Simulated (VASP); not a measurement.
# NaCl (Fm-3m) in VASP: a series of runs

NaCl is run at these levels: PBE; tasks: single point.

Everything below comes from runs of VASP 6.6.1. Logs are shortened: lines on timing, memory, paths and dates and some standing lists are left out, and cuts for length are marked.

## 1. The cell of the first run

It takes space group Fm-3m (No. 225, cubic). Conventional cell: a = 5.105 Å, b = 5.105 Å, c = 5.105 Å, α = 90.00°, β = 90.00°, γ = 90.00°. Na (site symmetry m-3m) has 6 Cl at 2.55 Å within 3.4 Å. Within 3.4 Å of Cl (site symmetry m-3m) lie 6 Na at 2.55 Å.

## 2. Single point, PBE (volume scaled by 0.720)

File INCAR:

```
ALGO = Normal
EDIFF = 1E-6
ENCUT = 520
GGA = PE
ISIF = 2
ISMEAR = 0
LASPH = T
LCHARG = T
LELF = T
LREAL = F
LVHAR = T
LWAVE = F
NBANDS = 14
NELM = 100
PREC = Accurate
SIGMA = 0.05
```

File KPOINTS:

```
k-points
0
Gamma
  8 8 8
```

File POSCAR:

```
NaCl
1.0
    0.0000000000      2.5525814528      2.5525814528
    2.5525814528      0.0000000000      2.5525814528
    2.5525814528      2.5525814528      0.0000000000
Na Cl
1 1
Direct
    0.0000000000      0.0000000000      0.0000000000
    0.5000000000      0.5000000000      0.5000000000
```

Potentials or basis: VASP PAW PBE potentials, release 64 (Na_pv, Cl).

Command:

```sh
> cat potpaw_PBE.64/Na_pv/POTCAR potpaw_PBE.64/Cl/POTCAR > POTCAR
> mpirun -np 1 vasp_std > vasp.out
```

OUTCAR:

```text
EDIFF = 1E-6
   ENCUT = 520
   GGA = PE
   ISIF = 2
   ISMEAR = 0
   LASPH = T
   LREAL = F
   NELM = 100
   PREC = Accurate

 ion  position               nearest neighbor table
   1  0.000  0.000  0.000-   2 2.55   2 2.55   2 2.55   2 2.55   2 2.55   2 2.55
   2  0.500  0.500  0.500-   1 2.55   1 2.55   1 2.55   1 2.55   1 2.55   1 2.55

  LATTYP: Found a face centered cubic cell.
 ALAT       =     5.1051629056

  Lattice vectors:

 A1 = (   0.0000000000,   2.5525814528,   2.5525814528)
 A2 = (   2.5525814528,   0.0000000000,   2.5525814528)
 A3 = (   2.5525814528,   2.5525814528,   0.0000000000)

Analysis of symmetry for initial positions (statically):
=====================================================================
 Subroutine PRICEL returns:
 Original cell was already a primitive cell.

 Routine SETGRP: Setting up the symmetry group for a
 face centered cubic supercell.

 Subroutine GETGRP returns: Found 48 space group operations
 (whereof 48 operations were pure point group operations)
 out of a pool of 48 trial point group operations.

The static configuration has the point symmetry O_h .

Analysis of symmetry for dynamics (positions and initial velocities):
=====================================================================
 Subroutine PRICEL returns:
 Original cell was already a primitive cell.

 Routine SETGRP: Setting up the symmetry group for a
 face centered cubic supercell.

 Subroutine GETGRP returns: Found 48 space group operations
 (whereof 48 operations were pure point group operations)
 out of a pool of 48 trial point group operations.

The dynamic configuration has the point symmetry O_h .

 Subroutine INISYM returns: Found 48 space group operations
 (whereof 48 operations are pure point group operations),
 and found     1 'primitive' translations

----------------------------------------------------------------------------------------

                                     Primitive cell

  volume of cell :      33.2636

  direct lattice vectors                    reciprocal lattice vectors
     0.000000000  2.552581453  2.552581453    -0.195880135  0.195880135  0.195880135
     2.552581453  0.000000000  2.552581453     0.195880135 -0.195880135  0.195880135
     2.552581453  2.552581453  0.000000000     0.195880135  0.195880135 -0.195880135

  length of vectors
     3.609895310  3.609895310  3.609895310     0.339274346  0.339274346  0.339274346

  position of ions in fractional coordinates (direct lattice)
     0.000000000  0.000000000  0.000000000
     0.500000000  0.500000000  0.500000000

  ion indices of the primitive-cell ions
   primitive index   ion index
                 1           1
                 2           2

----------------------------------------------------------------------------------------

 KPOINTS: k-points

Automatic generation of k-mesh.
 Grid dimensions read from file:
 generate k-points for:    8    8    8

 Generating k-lattice:

  Cartesian coordinates                     Fractional coordinates (reciprocal lattice)
    -0.024485017  0.024485017  0.024485017     0.125000000  0.000000000  0.000000000
     0.024485017 -0.024485017  0.024485017     0.000000000  0.125000000  0.000000000
     0.024485017  0.024485017 -0.024485017     0.000000000  0.000000000  0.125000000

  Length of vectors
     0.042409293  0.042409293  0.042409293

  Shift w.r.t. Gamma in fractional coordinates (k-lattice)
     0.000000000  0.000000000  0.000000000

 Subroutine IBZKPT returns following result:
 ===========================================

 Found     29 irreducible k-points:

 Following reciprocal coordinates:
            Coordinates               Weight
  0.000000  0.000000  0.000000      1.000000
  0.125000  0.000000  0.000000      8.000000
  0.250000  0.000000  0.000000      8.000000
  0.375000  0.000000  0.000000      8.000000
  0.500000  0.000000  0.000000      4.000000
  0.125000  0.125000  0.000000      6.000000
[... 16 lines left out ...]
  0.500000  0.250000  0.125000     48.000000
 -0.375000  0.250000  0.125000     24.000000
 [... further k-points ...]
   k-points           NKPTS =     29   k-points in BZ     NKDIM =     29   number of bands    NBANDS=     14
   number of dos      NEDOS =    301   number of ions     NIONS =      2
   total plane-waves  NPLWV =  21952
   dimension x,y,z NGX =    28 NGY =   28 NGZ =   28
   dimension x,y,z NGXF=    56 NGYF=   56 NGZF=   56
   ions per type =               1   1
   NGX,Y,Z   is equivalent  to a cutoff of  12.89, 12.89, 12.89 a.u.
   NGXF,Y,Z  is equivalent  to a cutoff of  25.79, 25.79, 25.79 a.u.
 SYSTEM =  unknown system
   PREC   = accura    normal or accurate (medium, high low for compatibility)
   ISTART =      0    job   : 0-new  1-cont  2-samecut
   ICHARG =      2    charge: 1-file 2-atom 10-const
   ISPIN  =      1    spin polarized calculation?
   LNONCOLLINEAR =      F non collinear calculations
   LSORBIT =      F    spin-orbit coupling
   LASPH  =      T    aspherical Exc in radial PAW
   ENCUT  =  520.0 eV  38.22 Ry    6.18 a.u.   6.71  6.71  6.71*2*pi/ulx,y,z
   NELM   =    100;   NELMIN=  2; NELMDL= -5     # of ELM steps
   EDIFF  = 0.1E-05   stopping-criterion for ELM
   LREAL  =      F    real-space projection
   EDIFFG = 0.1E-04   stopping-criterion for IOM
   NSW    =      0    number of steps for IOM
   IBRION =     -1    ionic relax: 0-MD 1-quasi-New 2-CG
   NFREE  =      0    steps in history (QN), initial steepest desc. (CG)
   ISIF   =      2    stress and relaxation
   ISYM   =      2    0-nonsym 1-usesym 2-fastsym
   POTIM  = 0.5000    time-step for ionic-motion
   TEBEG  =    0.0;   TEEND  =   0.0 temperature during run
   PSTRESS=    0.0 pullay stress
   NELECT =      14.0000    total number of electrons
   NUPDOWN=      -1.0000    fix difference up-down
   EMIN   =  10.00;   EMAX   =-10.00  energy-range for DOS
   EFERMI =   0.00;   METHOD = LEGACY
   ISMEAR =     0;   SIGMA  =   0.05  broadening in eV -4-tet -1-fermi 0-gaus
   EFERMI_NEDOS =   21; number of points for ismear=-14 and -15
   IALGO  =     38    algorithm
   IMIX   =      4    mixing-type and parameters
     AMIX     =   0.40;   BMIX     =  1.00
     AMIX_MAG =   1.60;   BMIX_MAG =  1.00
  volume/ion in A,a.u.               =      16.63       112.24
  Fermi-wavevector in a.u.,A,eV,Ry     =   1.226859  2.318427 20.479250  1.505182
  Thomas-Fermi vector in A             =   2.361844
   LORBIT       =      0    0 simple, 1 ext, 2 COOP (PROOUT), +10 PAW based schemes
   GGA     = PE    functional components
   LHFCALC =     F    Hartree Fock is set to
   AEXX    =    0.0000 exact exchange contribution
   IVDW    =     0    specifies the selected vdW correction
   LEPSILON=     F    determine dielectric tensor
   LRPA    =     F    only Hartree local field effects (RPA)
 non-spin polarized calculation
 Gauss-broadening in eV      SIGMA  =   0.05
  energy-cutoff  :      520.00
  volume of cell :       33.26
 maximum number of plane-waves:       934
   NGX = 13   NGY = 13   NGZ = 13

 number of electron      13.9999999 magnetization

 Free energy of the ion-electron system (eV)
  ---------------------------------------------------
  ext. energy  EPLUGINS =         0.00000000
  ---------------------------------------------------
  free energy    TOTEN  =        -6.28056050 eV

  energy without entropy =       -6.28056050  energy(sigma->0) =       -6.28056050

 E-fermi :   1.7112     XC(G=0):  -9.5230

 val. band max:        1.4083301272   @ k =   0.0000   0.0000   0.0000
 cond. band min:       7.9558849474   @ k =   0.0000   0.0000   0.0000
 fundamental gap:      6.5475548201
 Fermi energy:         1.7112189267

 k-point     1 :       0.0000    0.0000    0.0000
  band No.  band energies     occupation
      1     -19.0446      2.00000
      2     -19.0446      2.00000
      3     -19.0446      2.00000
      4     -12.1585      2.00000
      5       1.4083      2.00000
      6       1.4083      2.00000
      7       1.4083      2.00000
      8       7.9559      0.00000
      9      12.6653      0.00000
     10      12.6653      0.00000
     11      12.6653      0.00000
     12      15.2768      0.00000
     13      15.2768      0.00000
     14      17.3812      0.00000

 k-point     2 :       0.1250    0.0000    0.0000
  band No.  band energies     occupation
      1     -19.0624      2.00000
      2     -19.0455      2.00000
      3     -19.0455      2.00000
      4     -12.0511      2.00000
      5       0.8377      2.00000
      6       1.3303      2.00000
      7       1.3303      2.00000
      8       8.5616      0.00000
      9      12.1792      0.00000
     10      12.9441      0.00000
     11      12.9441      0.00000
     12      15.1296      0.00000
     13      15.1296      0.00000
     14      18.6238      0.00000

 k-point     3 :       0.2500    0.0000    0.0000
  band No.  band energies     occupation
      1     -19.1044      2.00000
      2     -19.0476      2.00000
      3     -19.0476      2.00000
      4     -11.7793      2.00000
      5      -0.2945      2.00000
      6       1.1512      2.00000
      7       1.1512      2.00000
      8       9.3194      0.00000
      9      12.2469      0.00000
     10      13.2693      0.00000
     11      13.2693      0.00000
     12      15.4863      0.00000
     13      15.4863      0.00000
     14      19.4530      0.00000
[... 324 lines left out ...]
 k-point    23 :       0.5000    0.2500    0.1250
  band No.  band energies     occupation
      1     -19.1280      2.00000
      2     -19.0707      2.00000
      3     -19.0558      2.00000
      4     -11.4007      2.00000
      5      -1.0108      2.00000
      6       0.2661      2.00000
      7       0.7775      2.00000
      8      10.4907      0.00000
      9      11.9589      0.00000
     10      12.3182      0.00000
     11      14.4085      0.00000
     12      16.3999      0.00000
     13      19.5337      0.00000
     14      19.9109      0.00000

 k-point    24 :      -0.3750    0.2500    0.1250
  band No.  band energies     occupation
      1     -19.1359      2.00000
      2     -19.0722      2.00000
      3     -19.0587      2.00000
      4     -11.3094      2.00000
      5      -1.2091      2.00000
      6       0.1362      2.00000
      7       0.6935      2.00000
      8      10.4308      0.00000
      9      11.8268      0.00000
     10      13.2295      0.00000
     11      14.1843      0.00000
     12      17.2770      0.00000
     13      19.1906      0.00000
     14      20.0049      0.00000

 [... further k-points ...]

------------------------ aborting loop because EDIFF is reached ----------------------------------------

  FORCE on cell =-STRESS in cart. coord.  units (eV):
  Direction    XX          YY          ZZ          XY          YZ          ZX
  --------------------------------------------------------------------------------------
  -------------------------------------------------------------------------------------
  Total        3.4657766      3.4657766      3.4657766     -0.0000000      0.0000000      0.0000000
  in kB      166.9330482    166.9330482    166.9330482     -0.0000000      0.0000000      0.0000000
  external PRESSURE =     166.9330482 kB  Pullay stress =       0.0000000 kB

 VOLUME and BASIS-vectors are now :
 -----------------------------------------------------------------------------
  energy-cutoff  :      520.00
  volume of cell :       33.26
      direct lattice vectors                 reciprocal lattice vectors
     0.000000000  2.552581453  2.552581453    -0.195880135  0.195880135  0.195880135
     2.552581453  0.000000000  2.552581453     0.195880135 -0.195880135  0.195880135
     2.552581453  2.552581453  0.000000000     0.195880135  0.195880135 -0.195880135

 POSITION                                       TOTAL-FORCE (eV/Angst)
 -----------------------------------------------------------------------------------
      0.00000      0.00000      0.00000         0.000000      0.000000      0.000000
      2.55258      2.55258      2.55258        -0.000000     -0.000000     -0.000000
 -----------------------------------------------------------------------------------
    total drift:                                0.000000      0.000000      0.000000

  FREE ENERGIE OF THE ION-ELECTRON SYSTEM (eV)
  ---------------------------------------------------
  free  energy   TOTEN  =        -6.2805604982 eV

  energy  without entropy=       -6.2805604982  energy(sigma->0) =       -6.28056050
```

Run time: 11 s. Hardware: 1 thread of Intel Xeon Platinum 8375C at 2.90GHz (Ice Lake), shared host; peak memory 0.15 GiB.

What came out:

- Free energy: -6.2806 eV
- Pressure: 16.7 GPa
- Band gap on the k mesh: 6.55 eV, direct

## 3. Single point, PBE (volume scaled by 0.760)

File INCAR:

```
SYSTEM = NaCl
PREC = Accurate
ENCUT = 520
EDIFF = 1E-6
ISMEAR = 0
SIGMA = 0.05
LREAL = .False.
LASPH = .True.
NELM = 60
ALGO = Normal
ISIF = 2
LWAVE = .False.
LCHARG = .False.
GGA = PE
NBANDS = 14
```

File KPOINTS:

```
Automatic mesh
0
Gamma
  8 8 8
  0 0 0
```

File POSCAR:

```
NaCl
1.0
    0.0000000000      2.5990021649      2.5990021649
    2.5990021649      0.0000000000      2.5990021649
    2.5990021649      2.5990021649      0.0000000000
Na Cl
1 1
Direct
    0.0000000000      0.0000000000      0.0000000000
    0.5000000000      0.5000000000      0.5000000000
```

Potentials or basis: VASP PAW PBE potentials, release 64 (Na_pv, Cl).

Command:

```sh
> cat potpaw_PBE.64/Na_pv/POTCAR potpaw_PBE.64/Cl/POTCAR > POTCAR
> mpirun -np 1 vasp_std > vasp.out
```

Run time: 10 s. Hardware: 1 thread of Intel Xeon Platinum 8375C at 2.90GHz (Ice Lake), shared host; peak memory 0.15 GiB.

Results (log left out):

```yaml
Free_energy: -6.4473 eV
Pressure: 12.3 GPa
Band_gap_on_the_k_mesh: 6.24 eV, direct
```

Levels at points of the mesh, in eV from the valence-band top:
| k point | band 3 | band 4 | band 5 | band 6 | band 7 | band 8 | band 9 | band 10 | band 11 | band 12 |
| --- | --- | --- | --- | --- | --- | --- | --- | --- | --- | --- |
| (0.00, 0.00, 0.00) | -20.48 | -13.36 | 0.00 | 0.00 | 0.00 | 6.24 | 11.26 | 11.26 | 11.26 | 13.78 |
| (0.50, 0.00, 0.00) | -20.49 | -12.67 | -2.79 | -0.44 | -0.44 | 7.66 | 11.51 | 11.51 | 12.78 | 16.71 |
| (0.50, 0.50, 0.00) | -20.51 | -12.63 | -2.41 | -0.87 | -0.87 | 7.72 | 8.23 | 13.23 | 16.12 | 17.14 |

(Continued in part 2 of 2.)
